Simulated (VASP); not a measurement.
Runs of VASP 6.6.1 on Zr. The structure is that of space group P6_3/mmc (No. 194), or close to it. The cells are those of the table. 

```tsv
task	cell	k mesh	cutoff (eV)	smearing	gap on the mesh (eV)	pressure (GPa)
single point	a = 3.195, b = 3.195, c = 5.059 Å, angles 90.0, 90.0, 120.0°, 2 atoms	9 × 9 × 4	520	gaussian 0.1 eV	none	5.4
single point	a = 3.246, b = 3.246, c = 5.150 Å, angles 90.0, 90.0, 120.0°, 2 atoms	12 × 12 × 7	520	gaussian 0.1 eV	none	0.1
relaxation of cell and atoms	relaxed to 5.34 GPa from a = 3.195, b = 3.195, c = 5.059 Å, angles 90.0, 90.0, 120.0°, 2 atoms	15 × 15 × 8	600	fermi-dirac 0.1 eV	none	5.3
relaxation of shape and atoms at fixed volume	relaxed from a = 3.178, b = 3.178, c = 5.052 Å, angles 90.0, 90.0, 120.0°, 2 atoms	15 × 15 × 8	600	gaussian 0.1 eV	none	6.5
single point	a = 3.185, b = 3.185, c = 5.079 Å, angles 90.0, 90.0, 120.0°, 2 atoms	15 × 15 × 8	520	fermi-dirac 0.1 eV	none	5.3
single point	a = 3.246, b = 3.246, c = 5.150 Å, angles 90.0, 90.0, 120.0°, 2 atoms	15 × 15 × 8	520	gaussian 0.1 eV	none	(a)
relaxation of cell and atoms	relaxed to 5.34 GPa from a = 3.232, b = 3.232, c = 5.147 Å, angles 90.0, 90.0, 120.0°, 2 atoms	9 × 9 × 4	600	gaussian 0.1 eV	none	5.3
```

Alike in all rows: level r2SCAN; potentials or basis VASP PAW PBE potentials, release 64 (Zr_sv); no spin polarisation.

Estimate the missing entries.

(a) 0.0.

Caveats: the PAW data sets were made with another functional, which shifts forces and pressure a little; the cell stands under pressure (at least some runs); the cell is relaxed towards a set pressure, so the run minimises the enthalpy, not the energy (at least some runs).

A k mesh can miss the band edges, and the runs leave out spin-orbit coupling on Zr.

A gap of «none» marks levels without a gap at the run's occupations.
